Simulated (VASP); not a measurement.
Set up this calculation in VASP 6.6.1, as the native input.

- Task: single point
- Functional: r2SCAN
- Potentials or basis: VASP PAW PBE potentials, release 64 (K_sv, F)
- Cutoff: 520 eV
- k mesh: 8 × 8 × 8
- Occupations: gaussian, width 0.01 eV
- Spin: no spin polarisation
- Dipole correction: no
- Further INCAR settings: ALGO = Normal; EDIFF = 1e-06; NBANDS = 15

KF (Carobbiite):

```xyz
2
Lattice="2.6455 2.6455 0.0000 -2.6455 2.6455 0.0000 0.0000 2.6455 2.6649" Properties=species:S:1:pos:R:3 pbc="T T T"
K     0.0000    0.0000    0.0000
F     0.0000    2.6455    0.0000
```

This cell differs from its parent crystal: in-plane strain -0.005, then relaxed in part.

One way to write it, as run:

POSCAR

```
KF
1.0
    2.6455011671      2.6455011671      0.0000000000
   -2.6455011671      2.6455011671      0.0000000000
    0.0000000000      2.6455011671      2.6648816872
K F
1 1
Direct
    0.0000000000      0.0000000000      0.0000000000
    0.5000000000      0.5000000000      0.0000000000
```

INCAR.step1

```
SYSTEM = KF
ALGO = Normal ; EDIFF = 1E-4
ENCUT = 520 ; GGA = PE
ISMEAR = 0 ; LASPH = .TRUE.
LCHARG = .FALSE. ; LREAL = .FALSE.
LWAVE = .TRUE. ; NBANDS = 15
NELM = 80 ; PREC = Accurate
SIGMA = 0.01
```

INCAR.step2

```
SYSTEM = KF
ALGO = Normal ; EDIFF = 1E-6
ENCUT = 520 ; ISIF = 2
ISMEAR = 0 ; ISTART = 1
LASPH = .TRUE. ; LCHARG = .FALSE.
LMIXTAU = .TRUE. ; LREAL = .FALSE.
LWAVE = .FALSE. ; METAGGA = R2SCAN
NBANDS = 15 ; NELM = 80
PREC = Accurate ; SIGMA = 0.01
```

KPOINTS

```
k-points
0
G
  8 8 8
  0 0 0
```

Potentials or basis: VASP PAW PBE potentials, release 64 (K_sv, F).

The run is started by

```bash
$ cat potpaw_PBE.64/K_sv/POTCAR potpaw_PBE.64/F/POTCAR > POTCAR
$ cp INCAR.step1 INCAR
$ mpirun -np 1 vasp_std > vasp.out
$ cp INCAR.step2 INCAR
$ mpirun -np 1 vasp_std > vasp.out
```

It gave:

- Pressure: 0.3 GPa
- Band gap on the k mesh: 6.95 eV, direct

Caveat: the cell differs from its parent crystal (in-plane strain -0.005, then relaxed in part); the PAW data sets were made with another functional, which shifts forces and pressure a little.

Run time: 3.1 min on 1 thread of Intel Xeon 8259CL, with other jobs on the host, peak memory 0.18 GiB.
